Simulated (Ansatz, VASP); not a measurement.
InSb in VASP and in Ansatz

The input INCAR:

```
SYSTEM = InSb
PREC     = Accurate       ! precision mode
ENCUT    = 520            ! plane-wave cutoff, eV
EDIFF    = 1E-6           ! SCF threshold, eV
ISMEAR   = -1             ! smearing method
SIGMA    = 0.15           ! smearing width, eV
LREAL    = .False.        ! projectors in reciprocal space
LASPH    = .True.         ! aspherical terms in the spheres
NELM     = 100            ! most SCF steps
ALGO     = Normal         ! electronic algorithm
ISIF     = 2              ! what is computed and relaxed
LWAVE    = .False.        ! write WAVECAR
LCHARG   = .True.         ! write CHGCAR
GGA      = PS             ! functional
LELF     = .True.         ! ELF
LVHAR    = .True.       
NBANDS   = 16             ! bands
```

KPOINTS

```
regular mesh
0
Gamma
  12 12 12
  0 0 0
```

Contents of POSCAR:

```
InSb
1.0
    0.0000000000      3.2815186310      3.2815186310
    3.2815186310      0.0000000000      3.2815186310
    3.2815186310      3.2815186310      0.0000000000
In Sb
1 1
Direct
    0.0000000000      0.0000000000      0.0000000000
    0.7500000000      0.7500000000      0.7500000000
```

Input for Ansatz:

```yaml
crystal:
  lattice:
    - [0.0, 3.281518631, 3.281518631]
    - [3.281518631, 0.0, 3.281518631]
    - [3.281518631, 3.281518631, 0.0]
  atoms:
    - { symbol: In, position: [0.0, 0.0, 0.0] }
    - { symbol: Sb, position: [0.75, 0.75, 0.75] }
basis:
  ecutwfc: 420
kpoints:
  mp_grid: { grid: [12, 12, 12] }
hamiltonian:
  xc: pbesol
scf:
  occupations: { method: fermi_dirac, width: 0.15 }
output:
  forces: true
  stress: true
  eigenvalues: true
```

Alike in both runs: task single point; functional PBEsol; k mesh 12 × 12 × 12; occupations fermi-dirac, width 0.15 eV; no spin polarisation.

|  | VASP | Ansatz |
| --- | --- | --- |
| version | VASP 6.6.1 | Ansatz 0.2.0 |
| potentials or method | VASP PAW PBE potentials, release 64 (In_d, Sb), cutoff 520 eV | scalar-relativistic, plane waves, PAW |
| valence electrons in the cell | 18 | 28 |

```csv
,VASP,Ansatz,Ansatz less VASP
gap on the k mesh at the Fermi level (eV),none,none,-
pressure (GPa),-0.8,-0.8,-0.02
```

VASP's potentials were made for PBE, not for PBEsol. A gap of «none» marks a metal or a gap that the smearing closes. The functional is the same, so the differences come from potentials, cutoffs and numerics. VASP's potentials hold 18 valence electrons a cell and Ansatz's 28, so a difference there can come from the potentials and not from the codes.

Neither program's run includes spin-orbit coupling.
